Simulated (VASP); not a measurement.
AlGaN2, 4 atoms in the cell. The structure is tetragonal, space group P4/mmm (No. 123). The conventional cell has a = 2.732 Å, b = 2.732 Å, c = 3.863 Å, α = 90.00°, β = 90.00°, γ = 90.00°. Al (site symmetry 4/mmm) has 6 N at 1.93 Å within 2.6 Å. Within 2.6 Å of N (site symmetry 4/mmm) lie 4 Ga at 1.93 Å and 2 Al at 1.93 Å. N (site symmetry 4/mmm) has 4 Al at 1.93 Å and 2 Ga at 1.93 Å within 2.6 Å. Ga (site symmetry 4/mmm) has 6 N at 1.93 Å within 2.6 Å. 

```yaml
Program: VASP 6.6.1
Task: relaxation of cell and atoms
Functional: PBE
Potentials_or_basis: VASP PAW PBE potentials, release 64 (Al, N, Ga_d)
Cutoff: 600 eV
k_mesh: 8 × 8 × 6
Occupations: fermi-dirac, width 0.02 eV
Spin: no spin polarisation
Dipole_correction: no
Further_INCAR_settings: ALGO = Normal; EDIFF = 1e-07; IBRION = 2; EDIFFG = -0.005; NSW = 80; ISIF = 3
```

Potentials or basis: VASP PAW PBE potentials, release 64 (Al, N, Ga_d).

Command:

```bash
$ cat potpaw_PBE.64/Al/POTCAR potpaw_PBE.64/N/POTCAR potpaw_PBE.64/Ga_d/POTCAR > POTCAR
$ mpirun -np 1 vasp_std > vasp.out
```

Hardware: 1 thread of Intel(R) Xeon(R) 6975P-C (Granite Rapids), on a shared host.

**Question.** How long does it take, and how much memory?

**Answer.** Wall time 68 s on 1 thread of Intel(R) Xeon(R) 6975P-C (Granite Rapids) (shared host), peak memory 0.18 GiB. Counts: scf iterations 78, k points 60, ion steps 10.
